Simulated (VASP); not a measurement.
Write the native input for VASP 6.6.1 that does the following.

```
Task                   : relaxation of cell and atoms
Functional             : PBEsol
Potentials or basis    : VASP PAW PBE potentials, release 64 (Al)
Cutoff                 : 600 eV
k mesh                 : 11 × 11 × 11
Occupations            : fermi-dirac, width 0.05 eV
Spin                   : no spin polarisation
Target pressure        : 2 GPa
Dipole correction      : no
Further INCAR settings : ALGO = Fast; EDIFF = 1e-06; IBRION = 2; EDIFFG = -0.01; NSW = 60; ISIF = 3
```

The structure of Al lies in POSCAR:

```
Al
1.0
    0.0000000000      2.0248050000      2.0248050000
    2.0248050000      0.0000000000      2.0248050000
    2.0248050000      2.0248050000      0.0000000000
Al
1
Direct
    0.0000000000      0.0000000000      0.0000000000
```

The input as run:

INCAR

```
SYSTEM = Al
PREC     = Accurate       ! precision mode
ENCUT    = 600            ! plane-wave cutoff, eV
EDIFF    = 1E-6           ! SCF threshold, eV
ISMEAR   = -1             ! smearing method
SIGMA    = 0.05           ! smearing width, eV
LREAL    = .FALSE.        ! projectors in reciprocal space
LASPH    = .TRUE.         ! aspherical terms in the spheres
NELM     = 60             ! most SCF steps
ALGO     = Fast           ! electronic algorithm
ISIF     = 3              ! what is computed and relaxed
LWAVE    = .FALSE.        ! write WAVECAR
LCHARG   = .FALSE.        ! write CHGCAR
GGA      = PS             ! functional
IBRION   = 2              ! ionic algorithm
NSW      = 60             ! ionic steps
EDIFFG   = -0.01          ! ionic threshold
PSTRESS  = 20.0
```

KPOINTS

```
regular mesh
0
G
  11 11 11
  0 0 0
```

Potentials or basis: VASP PAW PBE potentials, release 64 (Al).

Command:

```bash
$ cat potpaw_PBE.64/Al/POTCAR > POTCAR
$ mpirun -np 1 vasp_std > vasp.out
```

Results of the run:

```
Relaxed volume                                         : 15.85 Å³/atom
Relaxed cell                                           : a = 2.819 Å, b = 2.819 Å, c = 2.819 Å, α = 60.00°, β = 60.00°, γ = 60.00°
Space group after relaxing (to 0.05 Å)                 : Fm-3m (No. 225)
Energy change on relaxing (the enthalpy is what falls) : -0.1 meV/atom
Ionic steps                                            : 3
Pressure after relaxing                                : 2.0 GPa
```

Caveat: the cell is relaxed towards a set pressure, so the enthalpy falls and the energy may rise; the PAW data sets were made with another functional, which shifts forces and pressure a little.

Run time: 19 s on 1 thread of AMD EPYC 7R13 (shared host), peak memory 0.11 GiB.
